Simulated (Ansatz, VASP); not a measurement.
**One calculation of C, two programs**

POSCAR

```
C
1.0
    0.0000000000     -1.8023675937     -1.8023675937
   -1.8023675937      0.0000000000     -1.8023675937
    1.8023675937      1.8023675937     -3.6047351873
C
4
Direct
    0.7249113929      0.7823424657      0.7499999898
    0.2750886071      0.2176575343      0.2500000102
    0.3499113929      0.4073424657      0.8749999898
    0.9000886071      0.8426575343      0.3750000102
```

Contents of INCAR.step1:

```
SYSTEM = C
ALGO = Normal ; EDIFF = 1E-4
ENCUT = 520 ; GGA = PE
ISMEAR = 0 ; LASPH = .TRUE.
LCHARG = .FALSE. ; LREAL = .FALSE.
LWAVE = .TRUE. ; NBANDS = 16
NELM = 80 ; PREC = Accurate
SIGMA = 0.05
```

File INCAR.step2:

```
SYSTEM = C
ALGO = Normal ; EDIFF = 1E-6
ENCUT = 520 ; ISIF = 2
ISMEAR = 0 ; ISTART = 1
LASPH = .TRUE. ; LCHARG = .FALSE.
LMIXTAU = .TRUE. ; LREAL = .FALSE.
LWAVE = .FALSE. ; METAGGA = R2SCAN
NBANDS = 16 ; NELM = 80
PREC = Accurate ; SIGMA = 0.05
```

KPOINTS

```
k-points
0
G
  12 12 10
  0 0 0
```

Input for Ansatz:

```yaml
crystal:
  lattice:
    - [0.0, -1.8023675937, -1.8023675937]
    - [-1.8023675937, 0.0, -1.8023675937]
    - [1.8023675937, 1.8023675937, -3.6047351873]
  atoms:
    - { symbol: C, position: [0.7249113929, 0.7823424657, 0.7499999898] }
    - { symbol: C, position: [0.2750886071, 0.2176575343, 0.2500000102] }
    - { symbol: C, position: [0.3499113929, 0.4073424657, 0.8749999898] }
    - { symbol: C, position: [0.9000886071, 0.8426575343, 0.3750000102] }
basis:
  ecutwfc: 520.0
kpoints:
  mp_grid: { grid: [12, 12, 10] }
hamiltonian:
  xc: r2scan
scf:
  occupations: { method: gaussian, width: 0.05 }
output:
  forces: true
  stress: true
  eigenvalues: true
```

Change from the starting cell: mode 4 frozen in at -0.074 Å, equal normal strain along x, y and z +0.0125.

Alike in both runs: task single point; functional r2SCAN; k mesh 12 × 12 × 10; occupations gaussian, width 0.05 eV; no spin polarisation.

|  | VASP | Ansatz |
| --- | --- | --- |
| version | VASP 6.6.1 | Ansatz 0.2.0 |
| potentials or method | VASP PAW PBE potentials, release 64 (C), cutoff 520 eV | scalar-relativistic, plane waves, PAW |
| valence electrons in the cell | 16 | 16 |

Ansatz gave:

* gap on the k mesh at the Fermi level (eV): 4.17
* least direct gap on the mesh (eV): 5.68
* pressure (GPa): -15.8
* traceless stress, the component that is largest in VASP (GPa): 1.18
* rms of the force components (eV/Å): 0.591

Question: Which values does VASP return?

Answer: gap on the k mesh at the Fermi level (eV): 4.15; least direct gap on the mesh (eV): 5.64; pressure (GPa): -14.8; traceless stress, the component that is largest in VASP (GPa): 1.18; rms of the force components (eV/Å): 0.589.

VASP's potentials were made for PBE, not for r2SCAN. Atom by atom the forces differ by 0.003 eV/Å (rms over components). The functional is the same, so the differences come from potentials, cutoffs and numerics.
